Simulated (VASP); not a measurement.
# BP: single point with HSE06

BP:

```
B P
1.0
     0.00000    2.26832    2.26832
     2.26832    0.00000    2.26832
     2.26832    2.26832    0.00000
B P
1 1
Direct
  0.00000 0.00000 0.00000
  0.25000 0.25000 0.25000
```

```
Program             : VASP 6.6.1
Task                : single point
Functional          : HSE06
Potentials or basis : VASP PAW PBE potentials, release 64 (B, P)
Cutoff              : 520 eV
k mesh              : 6 × 6 × 6
Occupations         : gaussian, width 0.01 eV
Spin                : no spin polarisation
```

```
Pressure               : -1.9 GPa
Band gap on the k mesh : 2.06 eV, indirect (least direct gap 4.34 eV)
```

Levels at points of the mesh, in eV from the valence-band top:
```
           k point  band 1  band 2  band 3  band 4  band 5  band 6  band 7  band 8  band 9
(0.00, 0.00, 0.00)  -17.10    0.00    0.00    0.00    4.34    4.34    4.34    8.70   12.60
(0.50, 0.00, 0.00)  -13.43  -10.00   -1.93   -1.93    4.74    5.72    5.72   11.36   16.21
(0.50, 0.50, 0.00)  -11.70   -9.58   -4.53   -4.53    2.06    2.41   13.84   13.84   16.97
```

It took 3.5 min on 1 thread of AMD EPYC 9R45 96-Core Processor (Zen 5), with other jobs on the host, peak memory 0.21 GiB.

Caveat: the PAW data sets were made with another functional, which shifts forces and pressure a little. A k mesh can miss the band edges.
